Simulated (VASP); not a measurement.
The system is PtSe2.

```xyz
3
Lattice="-1.9109 1.9109 4.6877 1.9109 -1.9109 4.6877 1.9109 1.9109 -4.6877" Properties=species:S:1:pos:R:3 pbc="T T T"
Pt    0.0000    0.0000    0.0000
Se    0.0000    0.0000    6.2347
Se    0.0000    0.0000    3.1408
```

| Property | Result |
| --- | --- |
| Program | VASP 6.6.1 |
| Task | relaxation of cell and atoms |
| Functional | PBE |
| Potentials or basis | VASP PAW PBE potentials, release 64 (Pt, Se) |
| Cutoff | 600 eV |
| k mesh | 6 × 6 × 6 |
| Occupations | gaussian, width 0.1 eV |
| Spin | no spin polarisation |

At the start: pressure -13.2 GPa; volume 22.82 Å³/atom.

Task: Where does the relaxation end?

Result: Over 56 steps the energy falls by 429.3 meV/atom and the volume is 20.31 Å³/atom (-11.0 %); space group I4/mmm (No. 139, to 0.05 Å).

Step by step:
```csv
step,energy change (eV),largest force (eV/Å),pressure (GPa),volume (Å³)
1,0.0000,0.2723,-13.18,68.47
3,-0.6172,0.1759,-0.10,56.50
5,-0.6199,0.1726,0.33,56.28
7,-0.6543,0.3308,0.72,56.41
9,-0.1076,5.1953,15.31,56.89
11,-0.7423,0.0380,3.63,56.63
13,-0.7431,0.0225,3.43,56.63
15,-0.7464,0.0737,3.62,56.73
17,-0.7516,0.2049,3.78,56.92
19,-0.7790,0.1678,2.87,57.50
21,-0.8514,0.0875,0.04,59.85
23,-0.9025,0.0283,-1.53,62.65
25,-0.9375,0.3374,1.96,61.06
27,-0.9897,0.1907,-1.58,63.11
29,-0.9971,0.1588,-2.33,63.77
31,-1.1066,0.0163,-4.26,65.97
33,-1.1853,0.1902,-5.05,67.31
35,-1.2253,0.3660,-4.60,67.38
37,-1.2432,0.3164,-3.75,66.80
39,-1.2746,0.1199,-0.05,64.36
41,-1.2749,0.1050,-0.16,64.39
43,-1.2766,0.0782,-0.08,64.10
45,-1.2777,0.0365,0.05,63.60
47,-1.2801,0.0279,-0.51,63.37
49,-1.2812,0.1236,-1.29,62.98
51,-1.2823,0.1278,-1.27,62.73
53,-1.2852,0.1467,-1.13,61.71
55,-1.2866,0.1206,-0.75,61.25
56,-1.2880,0.0256,0.14,60.92
```

Final structure:
```cif
data_structure
_symmetry_space_group_name_H-M 'P 1'
_symmetry_Int_Tables_number 1
_cell_length_a 6.7113
_cell_length_b 6.7113
_cell_length_c 6.7113
_cell_angle_alpha 153.303
_cell_angle_beta 153.303
_cell_angle_gamma 38.113
_cell_volume 60.92
loop_
_atom_site_label
_atom_site_type_symbol
_atom_site_fract_x
_atom_site_fract_y
_atom_site_fract_z
_atom_site_occupancy
Pt1 Pt 0.00000 0.00000 0.00000 1
Se1 Se 0.63124 0.63124 0.00000 1
Se2 Se 0.36876 0.36876 0.00000 1
```

Caveat: the k points lie up to 0.48 Å⁻¹ apart in the final cell.
